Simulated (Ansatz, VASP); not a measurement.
# SiC: VASP beside Ansatz

```
Si C
1.0
     0.00000    2.06924    2.06924
     2.06924    0.00000    2.06924
     2.06924    2.06924    0.00000
Si C
1 1
Direct
  0.00000 0.00000 0.00000
  0.75000 0.75000 0.75000
```

Change from the starting cell: strain -0.050 along x and y, -0.050 along z, atoms carried along.

Alike in both runs: task single point; functional r2SCAN; k mesh 10 × 10 × 10; occupations gaussian, width 0.05 eV; no spin polarisation.

```csv
,VASP,Ansatz
version,VASP 6.6.1,Ansatz 0.2.0
potentials or method,"VASP PAW PBE potentials, release 64 (Si, C), cutoff 520 eV","scalar-relativistic, plane waves, PAW"
valence electrons in the cell,8,8
```

```csv
,VASP,Ansatz,Ansatz less VASP
gap on the k mesh at the Fermi level (eV),1.61,1.59,-0.016
least direct gap on the mesh (eV),5.24,5.22,-0.016
pressure (GPa),46.6,46.9,+0.36
```

VASP's potentials were made for PBE, not for r2SCAN. Both programs put the cell under a high pressure, so it lies far from rest at this level.
